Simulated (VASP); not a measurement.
Here is a VASP 6.6.1 calculation.

INCAR

```
PREC = Accurate
ENCUT = 500
EDIFF = 1E-6
ISMEAR = 0
SIGMA = 0.01
LREAL = False
LASPH = True
NELM = 120
ALGO = Normal
ISIF = 2
LWAVE = False
LCHARG = False
GGA = PE
NBANDS = 11
GGA_COMPAT = False
```

Contents of KPOINTS:

```
regular mesh
0
Gamma
  6 6 6
```

POSCAR

```
BAs
1.0
    0.0000000000      2.3918676074      2.4277456215
    2.3918676074      0.0000000000      2.4277456215
    2.3918676074      2.3918676074      0.0000000000
B As
1 1
Direct
    0.0000000000      0.0000000000      0.0000000000
    0.2500000000      0.2500000000      0.2500000000
```

Potentials or basis: VASP PAW PBE potentials, release 64 (B, As).

Launch:

```console
$ cat potpaw_PBE.64/B/POTCAR potpaw_PBE.64/As/POTCAR > POTCAR
$ mpirun -np 1 vasp_std > vasp.out
```

Task: What does it give for the band gap on the k mesh?

Result: 1.18 eV, indirect (least direct gap 3.17 eV).

Task: Estimate the pressure.

Result: 0.8 GPa.

Stress tensor (GPa, compression positive):
```
 1.80  0.00  0.00
 0.00  1.80  0.00
 0.00  0.00 -1.27
```

Caveat: the cell differs from its parent crystal (uniaxial z strain +1.5%). A k mesh can miss the band edges.
